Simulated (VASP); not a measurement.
# Ti (P6_3/mmc) in VASP: further runs

Runs on Ti. Level: PBEsol. Tasks: single point, relaxation of cell and atoms.

All numbers are computed with VASP 6.6.1; they aren't measurements. Logs are shortened: lines on timing, memory, paths and dates and some standing lists are left out, and cuts for length are marked.

**1. The cell of the first run**

It takes space group P6_3/mmc (No. 194, hexagonal). Conventional cell: a = 2.901 Å, b = 2.901 Å, c = 4.589 Å, α = 90.00°, β = 90.00°, γ = 120.00°. Within 3.7 Å of Ti (site symmetry -6m2) lie 12 Ti at 2.84 to 2.90 Å.

**2. Single point, PBEsol**

File INCAR:

```
ALGO = Fast ; EDIFF = 1E-6
ENCUT = 520 ; GGA = PS
ISIF = 2 ; ISMEAR = 0
LASPH = T ; LCHARG = F
LREAL = F ; LWAVE = F
NBANDS = 19 ; NELM = 60
PREC = Accurate ; SIGMA = 0.1
```

File KPOINTS:

```
k-points
0
Gamma
  18 18 10
```

File POSCAR:

```
Ti
1.0
    2.9010425698      0.0000000000      0.0000000000
   -1.4505212849      2.5123765629      0.0000000000
    0.0000000000      0.0000000000      4.5887721197
Ti
2
Direct
    0.3333333333      0.6666666667      0.2500000000
    0.6666666667      0.3333333333      0.7500000000
```

Potentials or basis: VASP PAW PBE potentials, release 64 (Ti_sv).

Started as:

```sh
cat potpaw_PBE.64/Ti_sv/POTCAR > POTCAR
mpirun -np 1 vasp_std > vasp.out
```

OUTCAR:

```text
EDIFF = 1E-6
   ENCUT = 520
   GGA = PS
   ISIF = 2
   ISMEAR = 0
   LASPH = T
   LREAL = F
   NELM = 60
   PREC = Accurate

 ion  position               nearest neighbor table
   1  0.333  0.667  0.250-   2 2.84   2 2.84   2 2.84   2 2.84   2 2.84   2 2.84
   2  0.667  0.333  0.750-   1 2.84   1 2.84   1 2.84   1 2.84   1 2.84   1 2.84

  LATTYP: Found a hexagonal cell.
 ALAT       =     2.9010425698
 C/A-ratio  =     1.5817665578

  Lattice vectors:

 A1 = (   2.9010425698,   0.0000000000,   0.0000000000)
 A2 = (  -1.4505212849,   2.5123765629,   0.0000000000)
 A3 = (   0.0000000000,   0.0000000000,   4.5887721197)

Analysis of symmetry for initial positions (statically):
=====================================================================
 Subroutine PRICEL returns:
 Original cell was already a primitive cell.

 Routine SETGRP: Setting up the symmetry group for a
 hexagonal supercell.

 Subroutine GETGRP returns: Found 24 space group operations
 (whereof 12 operations were pure point group operations)
 out of a pool of 24 trial point group operations.

The static configuration has the point symmetry D_3d.
 The point group associated with its full space group is D_6h.

Analysis of symmetry for dynamics (positions and initial velocities):
=====================================================================
 Subroutine PRICEL returns:
 Original cell was already a primitive cell.

 Routine SETGRP: Setting up the symmetry group for a
 hexagonal supercell.

 Subroutine GETGRP returns: Found 24 space group operations
 (whereof 12 operations were pure point group operations)
 out of a pool of 24 trial point group operations.

The dynamic configuration has the point symmetry D_3d.
 The point group associated with its full space group is D_6h.

 Subroutine INISYM returns: Found 24 space group operations
 (whereof 12 operations are pure point group operations),
 and found     1 'primitive' translations

----------------------------------------------------------------------------------------

                                     Primitive cell

  volume of cell :      33.4453

  direct lattice vectors                    reciprocal lattice vectors
     2.901042570  0.000000000  0.000000000     0.344703663  0.199014753  0.000000000
    -1.450521285  2.512376563  0.000000000     0.000000000  0.398029505  0.000000000
     0.000000000  0.000000000  4.588772120     0.000000000  0.000000000  0.217923221

  length of vectors
     2.901042570  2.901042570  4.588772120     0.398029505  0.398029505  0.217923221

  position of ions in fractional coordinates (direct lattice)
     0.333333333  0.666666667  0.250000000
     0.666666667  0.333333333  0.750000000

  ion indices of the primitive-cell ions
   primitive index   ion index
                 1           1
                 2           2

----------------------------------------------------------------------------------------

 KPOINTS: k-points

Automatic generation of k-mesh.
 Grid dimensions read from file:
 generate k-points for:   18   18   10

 Generating k-lattice:

  Cartesian coordinates                     Fractional coordinates (reciprocal lattice)
     0.019150203  0.011056375  0.000000000     0.055555556 -0.000000000  0.000000000
     0.000000000  0.022112750  0.000000000     0.000000000  0.055555556  0.000000000
     0.000000000  0.000000000  0.021792322     0.000000000  0.000000000  0.100000000

  Length of vectors
     0.022112750  0.022112750  0.021792322

  Shift w.r.t. Gamma in fractional coordinates (k-lattice)
     0.000000000  0.000000000  0.000000000

 Subroutine IBZKPT returns following result:
 ===========================================

 Found    222 irreducible k-points:

 Following reciprocal coordinates:
            Coordinates               Weight
  0.000000  0.000000  0.000000      1.000000
  0.055556  0.000000  0.000000      6.000000
  0.111111  0.000000  0.000000      6.000000
  0.166667  0.000000  0.000000      6.000000
  0.222222  0.000000  0.000000      6.000000
  0.277778  0.000000  0.000000      6.000000
[... 16 lines left out ...]
  0.333333  0.111111  0.000000     12.000000
  0.388889  0.111111  0.000000     12.000000
 [... further k-points ...]
   k-points           NKPTS =    222   k-points in BZ     NKDIM =    222   number of bands    NBANDS=     19
   number of dos      NEDOS =    301   number of ions     NIONS =      2
   total plane-waves  NPLWV =  20736
   dimension x,y,z NGX =    24 NGY =   24 NGZ =   36
   dimension x,y,z NGXF=    48 NGYF=   48 NGZF=   72
   ions per type =               2
   NGX,Y,Z   is equivalent  to a cutoff of  13.75, 13.75, 13.04 a.u.
   NGXF,Y,Z  is equivalent  to a cutoff of  27.51, 27.51, 26.08 a.u.
 SYSTEM =  unknown system
   PREC   = accura    normal or accurate (medium, high low for compatibility)
   ISTART =      0    job   : 0-new  1-cont  2-samecut
   ICHARG =      2    charge: 1-file 2-atom 10-const
   ISPIN  =      1    spin polarized calculation?
   LNONCOLLINEAR =      F non collinear calculations
   LSORBIT =      F    spin-orbit coupling
   LASPH  =      T    aspherical Exc in radial PAW
   ENCUT  =  520.0 eV  38.22 Ry    6.18 a.u.   5.39  5.39  8.53*2*pi/ulx,y,z
   NELM   =     60;   NELMIN=  2; NELMDL= -5     # of ELM steps
   EDIFF  = 0.1E-05   stopping-criterion for ELM
   LREAL  =      F    real-space projection
   EDIFFG = 0.1E-04   stopping-criterion for IOM
   NSW    =      0    number of steps for IOM
   IBRION =     -1    ionic relax: 0-MD 1-quasi-New 2-CG
   NFREE  =      0    steps in history (QN), initial steepest desc. (CG)
   ISIF   =      2    stress and relaxation
   ISYM   =      2    0-nonsym 1-usesym 2-fastsym
   POTIM  = 0.5000    time-step for ionic-motion
   TEBEG  =    0.0;   TEEND  =   0.0 temperature during run
   PSTRESS=    0.0 pullay stress
   NELECT =      24.0000    total number of electrons
   NUPDOWN=      -1.0000    fix difference up-down
   EMIN   =  10.00;   EMAX   =-10.00  energy-range for DOS
   EFERMI =   0.00;   METHOD = LEGACY
   ISMEAR =     0;   SIGMA  =   0.10  broadening in eV -4-tet -1-fermi 0-gaus
   EFERMI_NEDOS =   21; number of points for ismear=-14 and -15
   IALGO  =     68    algorithm
   IMIX   =      4    mixing-type and parameters
     AMIX     =   0.40;   BMIX     =  1.00
     AMIX_MAG =   1.60;   BMIX_MAG =  1.00
  volume/ion in A,a.u.               =      16.72       112.85
  Fermi-wavevector in a.u.,A,eV,Ry     =   1.465661  2.769697 29.227512  2.148162
  Thomas-Fermi vector in A             =   2.581491
   LORBIT       =      0    0 simple, 1 ext, 2 COOP (PROOUT), +10 PAW based schemes
   GGA     = PS    functional components
   LHFCALC =     F    Hartree Fock is set to
   AEXX    =    0.0000 exact exchange contribution
   IVDW    =     0    specifies the selected vdW correction
   LEPSILON=     F    determine dielectric tensor
   LRPA    =     F    only Hartree local field effects (RPA)
 non-spin polarized calculation
 RMM-DIIS sequential band-by-band and
 Gauss-broadening in eV      SIGMA  =   0.10
  energy-cutoff  :      520.00
  volume of cell :       33.45
 maximum number of plane-waves:       929
 NGX is ok and might be reduce to    24
   NGX = 11   NGY = 11   NGZ = 17

 number of electron      23.9999999 magnetization

 Free energy of the ion-electron system (eV)
  ---------------------------------------------------
  ext. energy  EPLUGINS =         0.00000000
  ---------------------------------------------------
  free energy    TOTEN  =       -16.68404001 eV

  energy without entropy =      -16.67484639  energy(sigma->0) =      -16.67944320

 E-fermi :   8.6218     XC(G=0): -11.8178

 val. band max:        8.6117744401   @ k =   0.0000   0.0000   0.4000
 cond. band min:       8.6275469046   @ k =   0.2778   0.2778   0.4000
 fundamental gap:      0.0157724645
 Fermi energy:         8.6218025345

 k-point     1 :       0.0000    0.0000    0.0000
  band No.  band energies     occupation
      1     -47.9539      2.00000
      2     -47.7905      2.00000
      3     -24.6936      2.00000
      4     -23.9608      2.00000
      5     -23.9608      2.00000
      6     -23.8797      2.00000
[... 11 lines left out ...]
     18      10.2907      0.00000
     19      11.9189      0.00000

 k-point     2 :       0.0556    0.0000    0.0000
  band No.  band energies     occupation
      1     -47.9503      2.00000
      2     -47.7890      2.00000
      3     -24.6858      2.00000
      4     -23.9768      2.00000
      5     -23.9662      2.00000
      6     -23.8829      2.00000
[... 11 lines left out ...]
     18      10.2382      0.00000
     19      11.9479      0.00000

 k-point     3 :       0.1111    0.0000    0.0000
  band No.  band energies     occupation
      1     -47.9398      2.00000
      2     -47.7850      2.00000
      3     -24.6628      2.00000
      4     -24.0232      2.00000
      5     -23.9815      2.00000
      6     -23.9102      2.00000
[... 11 lines left out ...]
     18      10.1625      0.00000
     19      12.0206      0.00000

 k-point     4 :       0.1667    0.0000    0.0000
  band No.  band energies     occupation
      1     -47.9233      2.00000
      2     -47.7791      2.00000
      3     -24.6262      2.00000
      4     -24.0946      2.00000
      5     -24.0042      2.00000
      6     -23.9821      2.00000
[... 11 lines left out ...]
     18      10.4312      0.00000
     19      12.1095      0.00000

 k-point     5 :       0.2222    0.0000    0.0000
  band No.  band energies     occupation
      1     -47.9025      2.00000
      2     -47.7724      2.00000
      3     -24.5783      2.00000
      4     -24.1829      2.00000
      5     -24.0680      2.00000
      6     -24.0314      2.00000
[... 11 lines left out ...]
     18      10.7790      0.00000
     19      12.1936      0.00000
[... 334 lines left out ...]
      2     -47.7647      2.00000
      3     -24.5040      2.00000
      4     -24.2735      2.00000
      5     -24.2034      2.00000
      6     -24.0553      2.00000
[... 11 lines left out ...]
     18      11.5379      0.00000
     19      12.2087      0.00000

 k-point    22 :       0.2778    0.1111    0.0000
  band No.  band energies     occupation
      1     -47.8495      2.00000
      2     -47.7610      2.00000
      3     -24.4456      2.00000
      4     -24.3567      2.00000
      5     -24.2589      2.00000
      6     -24.0962      2.00000
[... 11 lines left out ...]
     18      12.0341      0.00000
     19      12.2425      0.00000

 k-point    23 :       0.3333    0.1111    0.0000
  band No.  band energies     occupation
      1     -47.8293      2.00000
      2     -47.7599      2.00000
      3     -24.4247      2.00000
      4     -24.3888      2.00000
      5     -24.3034      2.00000
      6     -24.1293      2.00000
[... 11 lines left out ...]
     18      12.2651      0.00000
     19      12.5469      0.00000

 k-point    24 :       0.3889    0.1111    0.0000
  band No.  band energies     occupation
      1     -47.8144      2.00000
      2     -47.7609      2.00000
      3     -24.4689      2.00000
      4     -24.3430      2.00000
      5     -24.3325      2.00000
      6     -24.1506      2.00000
[... 11 lines left out ...]
     18      12.2777      0.00000
     19      13.0631      0.00000

 [... further k-points ...]
[... 5 lines left out ...]
  --------------------------------------------------------------------------------------
  -------------------------------------------------------------------------------------
  Total       -0.0704784     -0.0704784     -0.0575655      0.0000000     -0.0000000      0.0000000
  in kB       -3.3762241     -3.3762241     -2.7576380      0.0000000     -0.0000000      0.0000000
  external PRESSURE =      -3.1700288 kB  Pullay stress =       0.0000000 kB

 VOLUME and BASIS-vectors are now :
 -----------------------------------------------------------------------------
  energy-cutoff  :      520.00
  volume of cell :       33.45
      direct lattice vectors                 reciprocal lattice vectors
     2.901042570  0.000000000  0.000000000     0.344703663  0.199014753  0.000000000
    -1.450521285  2.512376563  0.000000000     0.000000000  0.398029505  0.000000000
     0.000000000  0.000000000  4.588772120     0.000000000  0.000000000  0.217923221

 POSITION                                       TOTAL-FORCE (eV/Angst)
 -----------------------------------------------------------------------------------
     -0.00000      1.67492      1.14719        -0.000000     -0.000000      0.000000
      1.45052      0.83746      3.44158         0.000000      0.000000      0.000000
 -----------------------------------------------------------------------------------
    total drift:                               -0.000000      0.000000     -0.000000

  FREE ENERGIE OF THE ION-ELECTRON SYSTEM (eV)
  ---------------------------------------------------
  free  energy   TOTEN  =       -16.6840400140 eV

  energy  without entropy=      -16.6748463895  energy(sigma->0) =      -16.67944320
```

Run time: 8.9 min. Hardware: 1 thread of AMD EPYC 7R43 (Zen 3), shared host; peak memory 0.2 GiB.

Results:

| Quantity | Value |
| --- | --- |
| Free energy | -16.6840 eV |
| Pressure | -0.3 GPa |
| Band gap on the k mesh | zero (band 12 reaches 9.40 eV, above the bottom of band 13 at 8.29 eV) |

Levels at points of the mesh, in eV from the Fermi level:
| k point | band 9 | band 10 | band 11 | band 12 | band 13 | band 14 | band 15 | band 16 |
| --- | --- | --- | --- | --- | --- | --- | --- | --- |
| (0.00, 0.00, 0.00) | -6.31 | -2.80 | 0.78 | 0.78 | 0.89 | 0.92 | 1.31 | 1.31 |
| (0.50, 0.00, 0.00) | -2.41 | -2.29 | -1.96 | -0.59 | 0.46 | 0.65 | 1.23 | 3.51 |
| (0.00, 0.00, 0.50) | -4.39 | -4.39 | 0.08 | 0.08 | 0.68 | 0.68 | 0.68 | 0.68 |
| (0.50, 0.00, 0.50) | -2.66 | -2.66 | -0.87 | -0.87 | 1.43 | 1.43 | 1.78 | 1.78 |

Caveat: the PAW data sets were made with another functional, which shifts forces and pressure a little.

(Part 1 of 2 ends here.)
